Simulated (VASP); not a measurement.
# HfN (rocksalt type) (Fm-3m) in VASP: further runs

The runs below take HfN (rocksalt type) through single point, relaxation of cell and atoms, with LDA.

Program: VASP 6.6.1. These are calculated values, not measurements. Logs are shortened: lines on timing, memory, paths and dates and some standing lists are left out, and cuts for length are marked.

**1. The cell of the first run**

It takes space group Fm-3m (No. 225, cubic). The conventional cell has a = 4.468 Å, b = 4.468 Å, c = 4.468 Å, α = 90.00°, β = 90.00°, γ = 90.00°. Within 3.0 Å of Hf (site symmetry m-3m) lie 6 N at 2.23 Å. N (site symmetry m-3m) has 6 Hf at 2.23 Å within 3.0 Å.

**2. Single point, LDA**

INCAR reads:

```
SYSTEM = HfN
  PREC = Accurate
  ENCUT = 520
  EDIFF = 1E-7
  ISMEAR = -1
  SIGMA = 0.1
  LREAL = .False.
  LASPH = .True.
  NELM = 100
  ALGO = Normal
  ISIF = 2
  LWAVE = .False.
  LCHARG = .False.
  GGA = CA
  NBANDS = 14
```

KPOINTS reads:

```
Automatic mesh
0
Gamma
  15 15 15
  0 0 0
```

POSCAR reads:

```
HfN
1.0
    0.0000000000      2.2341085613      2.2341085613
    2.2341085613      0.0000000000      2.2341085613
    2.2341085613      2.2341085613      0.0000000000
Hf N
1 1
Direct
    0.0000000000      0.0000000000      0.0000000000
    0.5000000000      0.5000000000      0.5000000000
```

Potentials or basis: VASP PAW LDA potentials, release 64 (Hf_pv, N).

Command:

```console
$ cat potpaw_LDA.64/Hf_pv/POTCAR potpaw_LDA.64/N/POTCAR > POTCAR
$ mpirun -np 1 vasp_std > vasp.out
```

OUTCAR:

```text
SYSTEM = HfN
   PREC = Accurate
   ENCUT = 520
   EDIFF = 1E-7
   ISMEAR = -1
   LREAL = .False.
   LASPH = .True.
   NELM = 100
   ISIF = 2
   GGA = CA

 ion  position               nearest neighbor table
   1  0.000  0.000  0.000-   2 2.23   2 2.23   2 2.23   2 2.23   2 2.23   2 2.23
   2  0.500  0.500  0.500-   1 2.23   1 2.23   1 2.23   1 2.23   1 2.23   1 2.23

  LATTYP: Found a face centered cubic cell.
 ALAT       =     4.4682171226

  Lattice vectors:

 A1 = (   0.0000000000,   2.2341085613,   2.2341085613)
 A2 = (   2.2341085613,   0.0000000000,   2.2341085613)
 A3 = (   2.2341085613,   2.2341085613,   0.0000000000)

Analysis of symmetry for initial positions (statically):
=====================================================================
 Subroutine PRICEL returns:
 Original cell was already a primitive cell.

 Routine SETGRP: Setting up the symmetry group for a
 face centered cubic supercell.

 Subroutine GETGRP returns: Found 48 space group operations
 (whereof 48 operations were pure point group operations)
 out of a pool of 48 trial point group operations.

The static configuration has the point symmetry O_h .

Analysis of symmetry for dynamics (positions and initial velocities):
=====================================================================
 Subroutine PRICEL returns:
 Original cell was already a primitive cell.

 Routine SETGRP: Setting up the symmetry group for a
 face centered cubic supercell.

 Subroutine GETGRP returns: Found 48 space group operations
 (whereof 48 operations were pure point group operations)
 out of a pool of 48 trial point group operations.

The dynamic configuration has the point symmetry O_h .

 Subroutine INISYM returns: Found 48 space group operations
 (whereof 48 operations are pure point group operations),
 and found     1 'primitive' translations

----------------------------------------------------------------------------------------

                                     Primitive cell

  volume of cell :      22.3019

  direct lattice vectors                    reciprocal lattice vectors
     0.000000000  2.234108561  2.234108561    -0.223802911  0.223802911  0.223802911
     2.234108561  0.000000000  2.234108561     0.223802911 -0.223802911  0.223802911
     2.234108561  2.234108561  0.000000000     0.223802911  0.223802911 -0.223802911

  length of vectors
     3.159506627  3.159506627  3.159506627     0.387638013  0.387638013  0.387638013

  position of ions in fractional coordinates (direct lattice)
[... 83 lines left out ...]
   IBRION =     -1    ionic relax: 0-MD 1-quasi-New 2-CG
   NFREE  =      0    steps in history (QN), initial steepest desc. (CG)
   ISIF   =      2    stress and relaxation
   ISYM   =      2    0-nonsym 1-usesym 2-fastsym
   POTIM  = 0.5000    time-step for ionic-motion
   TEBEG  =    0.0;   TEEND  =   0.0 temperature during run
   PSTRESS=    0.0 pullay stress
   NELECT =      15.0000    total number of electrons
   NUPDOWN=      -1.0000    fix difference up-down
   EMIN   =  10.00;   EMAX   =-10.00  energy-range for DOS
   EFERMI =   0.00;   METHOD = LEGACY
   ISMEAR =    -1;   SIGMA  =   0.10  broadening in eV -4-tet -1-fermi 0-gaus
   EFERMI_NEDOS =   21; number of points for ismear=-14 and -15
   IALGO  =     38    algorithm
   IMIX   =      4    mixing-type and parameters
     AMIX     =   0.40;   BMIX     =  1.00
     AMIX_MAG =   1.60;   BMIX_MAG =  1.00
  volume/ion in A,a.u.               =      11.15        75.25
  Fermi-wavevector in a.u.,A,eV,Ry     =   1.434358  2.710544 27.992404  2.057384
  Thomas-Fermi vector in A             =   2.553776
   LORBIT       =      0    0 simple, 1 ext, 2 COOP (PROOUT), +10 PAW based schemes
   GGA     = CA    functional components
   LHFCALC =     F    Hartree Fock is set to
   AEXX    =    0.0000 exact exchange contribution
   IVDW    =     0    specifies the selected vdW correction
   LEPSILON=     F    determine dielectric tensor
   LRPA    =     F    only Hartree local field effects (RPA)
 non-spin polarized calculation
  energy-cutoff  :      520.00
  volume of cell :       22.30
 maximum number of plane-waves:       612
   NGX = 11   NGY = 11   NGZ = 11

 number of electron      14.9999999 magnetization

 Free energy of the ion-electron system (eV)
  ---------------------------------------------------
  ext. energy  EPLUGINS =         0.00000000
  ---------------------------------------------------
  free energy    TOTEN  =       -23.87947308 eV

  energy without entropy =      -23.86024845  energy(sigma->0) =      -23.86986077

 E-fermi :   8.4958     XC(G=0): -13.1519

 val. band max:        8.4858350171   @ k =   0.2667   0.0667   0.0000
 cond. band min:       8.5269155802   @ k =   0.0667   0.0667   0.0000
 fundamental gap:      0.0410805630
 Fermi energy:         8.4958385954

 k-point     1 :       0.0000    0.0000    0.0000
  band No.  band energies     occupation
      1     -22.3062      2.00000
      2     -22.3062      2.00000
      3     -22.3062      2.00000
      4      -8.9297      2.00000
      5       5.5107      2.00000
      6       5.5107      2.00000
      7       5.5107      2.00000
      8       8.0888      1.96644
      9       8.0888      1.96644
     10       8.0888      1.96644
     11      10.4890      0.00000
     12      10.4890      0.00000
     13      10.8153      0.00000
     14      18.2278      0.00000
[... 377 lines left out ...]
      1     -22.6296      2.00000
      2     -22.3947      2.00000
      3     -22.3834      2.00000
      4      -8.0873      2.00000
      5       2.5190      2.00000
      6       4.5328      2.00000
      7       4.6622      2.00000
      8       7.1349      2.00000
      9      10.1168      0.00000
     10      10.1449      0.00000
     11      11.3230      0.00000
     12      11.6235      0.00000
     13      14.9118      0.00000
     14      19.9993      0.00000

 [... further k-points ...]
[... 5 lines left out ...]
  --------------------------------------------------------------------------------------
  -------------------------------------------------------------------------------------
  Total       -0.1662035     -0.1662035     -0.1662035      0.0000000      0.0000000      0.0000000
  in kB      -11.9401011    -11.9401011    -11.9401011      0.0000000      0.0000000      0.0000000
  external PRESSURE =     -11.9401011 kB  Pullay stress =       0.0000000 kB

 VOLUME and BASIS-vectors are now :
 -----------------------------------------------------------------------------
  energy-cutoff  :      520.00
  volume of cell :       22.30
      direct lattice vectors                 reciprocal lattice vectors
     0.000000000  2.234108561  2.234108561    -0.223802911  0.223802911  0.223802911
     2.234108561  0.000000000  2.234108561     0.223802911 -0.223802911  0.223802911
     2.234108561  2.234108561  0.000000000     0.223802911  0.223802911 -0.223802911

 POSITION                                       TOTAL-FORCE (eV/Angst)
 -----------------------------------------------------------------------------------
      0.00000      0.00000      0.00000        -0.000000     -0.000000     -0.000000
      2.23411      2.23411      2.23411         0.000000      0.000000      0.000000
 -----------------------------------------------------------------------------------
    total drift:                                0.000000     -0.000000     -0.000000

  FREE ENERGIE OF THE ION-ELECTRON SYSTEM (eV)
  ---------------------------------------------------
  free  energy   TOTEN  =       -23.8794730840 eV

  energy  without entropy=      -23.8602484513  energy(sigma->0) =      -23.86986077
```

Wall time 18 s (1 thread of Intel Xeon 6975P-C (Granite Rapids), shared host); peak memory 0.15 GiB.

What came out:

```yaml
Free_energy: -23.8795 eV
Pressure: -1.2 GPa
```

Caveat: spin-orbit coupling is left out, which moves the levels of the heavy elements.

**3. Relaxation of cell and atoms, LDA**

This run uses another cell than the first one, of 10.00 Å³/atom, 0.897 times its volume.

INCAR reads:

```
PREC = Accurate
ENCUT = 600
EDIFF = 1E-6
ISMEAR = -1
SIGMA = 0.1
LREAL = F
LASPH = T
NELM = 80
ALGO = Normal
ISIF = 3
LWAVE = F
LCHARG = F
IBRION = 2
NSW = 60
EDIFFG = -0.005
```

KPOINTS reads:

```
regular mesh
0
Gamma
  15 15 15
```

POSCAR reads:

```
HfN
1.0
    0.0000000000      2.1544346900      2.1544346900
    2.1544346900      0.0000000000      2.1544346900
    2.1544346900      2.1544346900      0.0000000000
Hf N
1 1
Direct
    0.0000000000      0.0000000000      0.0000000000
    0.5000000000      0.5000000000      0.5000000000
```

Potentials or basis: VASP PAW LDA potentials, release 64 (Hf_pv, N).

Command:

```console
$ cat potpaw_LDA.64/Hf_pv/POTCAR potpaw_LDA.64/N/POTCAR > POTCAR
$ mpirun -np 1 vasp_std > vasp.out
```

Run time: 88 s. Hardware: 1 thread of Intel Xeon 6975P-C (Granite Rapids), shared host; peak memory 0.16 GiB.

The run converged. Its results:

```
Free energy                            : -23.8784 eV
Relaxed volume                         : 11.11 Å³/atom
Relaxed cell                           : a = 3.155 Å, b = 3.155 Å, c = 3.155 Å, α = 60.00°, β = 60.00°, γ = 60.00°
Space group after relaxing (to 0.05 Å) : Fm-3m (No. 225)
Energy gained by relaxing              : 127.7 meV/atom
Ionic steps                            : 20
Pressure after relaxing                : 0.0 GPa
```

Step by step:
```
step  energy change (eV)  largest force (eV/Å)  pressure (GPa)  volume (Å³)
   1              0.0000                0.0000           40.53        20.00
   2              0.7709                0.0000          -44.11        28.25
   3             -0.2536                0.0000           -2.77        22.42
   4             -0.2554                0.0000           -0.39        22.24
   5             -0.2554                0.0000            0.25        22.20
   6             -0.2554                0.0000            0.26        22.20
   7             -0.2554                0.0000            0.26        22.20
   8             -0.2554                0.0000            0.24        22.20
   9             -0.2554                0.0000            0.24        22.20
  10             -0.2554                0.0000            0.24        22.20
  11             -0.2554                0.0000            0.24        22.20
  12             -0.2554                0.0000            0.24        22.20
  13             -0.2554                0.0000            0.24        22.20
  14             -0.2554                0.0000            0.24        22.20
  15             -0.2554                0.0000            0.23        22.20
  16             -0.2554                0.0000            0.23        22.20
  17             -0.2554                0.0000            0.21        22.20
  18             -0.2554                0.0000            0.10        22.21
  19             -0.2554                0.0000           -0.07        22.22
  20             -0.2554                0.0000           -0.03        22.22
```

Final structure:
```cif
data_structure
_symmetry_space_group_name_H-M 'P 1'
_symmetry_Int_Tables_number 1
_cell_length_a 3.1555
_cell_length_b 3.1555
_cell_length_c 3.1555
_cell_angle_alpha 60.000
_cell_angle_beta 60.000
_cell_angle_gamma 60.000
_cell_volume 22.22
loop_
_atom_site_label
_atom_site_type_symbol
_atom_site_fract_x
_atom_site_fract_y
_atom_site_fract_z
_atom_site_occupancy
Hf1 Hf 0.00000 0.00000 0.00000 1
N1 N 0.50000 0.50000 0.50000 1
```

Levels at points of the mesh, in eV from the Fermi level:
```tsv
k point	band 5	band 6	band 7	band 8	band 9	band 10	band 11
(0.00, 0.00, 0.00)	-2.99	-2.99	-2.99	-0.41	-0.41	-0.41	2.00
```

Caveat: spin-orbit coupling is left out, which moves the levels of the heavy elements.
